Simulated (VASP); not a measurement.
Be2C, 3 atoms in the cell. The structure is cubic, space group Fm-3m (No. 225). Conventional cell: a = 4.330 Å, b = 4.330 Å, c = 4.330 Å, α = 90.00°, β = 90.00°, γ = 90.00°. Be (site symmetry -43m) has 4 C at 1.87 Å and 6 Be at 2.17 Å within 2.5 Å. Within 2.5 Å of C (site symmetry m-3m) lie 8 Be at 1.87 Å. 

| Property | Result |
| --- | --- |
| Program | VASP 6.6.1 |
| Task | relaxation of cell and atoms |
| Functional | r2SCAN |
| Potentials or basis | VASP PAW PBE potentials, release 64 (Be, C) |
| Cutoff | 660 eV |
| k mesh | 8 × 8 × 8 |
| Occupations | gaussian, width 0.01 eV |
| Spin | no spin polarisation |
| Target pressure | 20 GPa |
| Dipole correction | no |
| Further INCAR settings | ALGO = Normal; EDIFF = 1e-07; IBRION = 2; EDIFFG = -0.01; NSW = 80; ISIF = 3 |

Potentials or basis: VASP PAW PBE potentials, release 64 (Be, C).

Command:

```console
$ cat potpaw_PBE.64/Be/POTCAR potpaw_PBE.64/C/POTCAR > POTCAR
$ cp INCAR.step1 INCAR
$ mpirun -np 1 vasp_std > vasp.out
$ cp INCAR.step2 INCAR
$ mpirun -np 1 vasp_std > vasp.out
```

Hardware: 1 thread of Intel(R) Xeon(R) Platinum 8259CL CPU @ 2.50GHz (Skylake/Cascade Lake), with other jobs on the host.

Task: Estimate the wall time of this run.

Result: It took 2.7 min on 1 thread of Intel(R) Xeon(R) Platinum 8259CL CPU @ 2.50GHz (Skylake/Cascade Lake), on a shared host, peak memory 0.15 GiB. Counts: k points 29, ion steps 3.
